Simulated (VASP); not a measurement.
Here is a VASP 6.6.1 calculation.

Contents of INCAR:

```
PREC     = Accurate       # precision mode
ENCUT    = 520            # plane-wave cutoff, eV
EDIFF    = 1E-6           # SCF threshold, eV
ISMEAR   = -1             # smearing method
SIGMA    = 0.1            # smearing width, eV
LREAL    = F              # projectors in reciprocal space
LASPH    = T              # aspherical terms in the spheres
NELM     = 100            # most SCF steps
ALGO     = Normal         # electronic algorithm
ISIF     = 2              # what is computed and relaxed
LWAVE    = F              # write WAVECAR
LCHARG   = F              # write CHGCAR
GGA      = PE             # functional
NBANDS   = 16             # bands
```

Contents of KPOINTS:

```
Automatic mesh
0
Gamma
  7 7 4
```

Contents of POSCAR:

```
NaLa
1.0
    3.6537071132      0.0000000000      0.0000000000
   -1.8268530500      3.1642031999      0.0000000000
    0.0000000000      0.0000000000      6.5691047056
Na La
1 1
Direct
    0.0000000000      0.0000000000      0.0000000000
    0.3333333333      0.6666666667      0.5000000000
```

Potentials or basis: VASP PAW PBE potentials, release 64 (Na_pv, La).

Launch:

```sh
$ cat potpaw_PBE.64/Na_pv/POTCAR potpaw_PBE.64/La/POTCAR > POTCAR
$ mpirun -np 1 vasp_std > vasp.out
```

(1) Predict the band gap on the k mesh.

(2) What does it give for the pressure?

Results:

(1) zero (band 9 reaches 4.38 eV, above the bottom of band 10 at 3.70 eV).

(2) -0.8 GPa.

Caveat: spin-orbit coupling is left out, which moves the levels of the heavy elements.
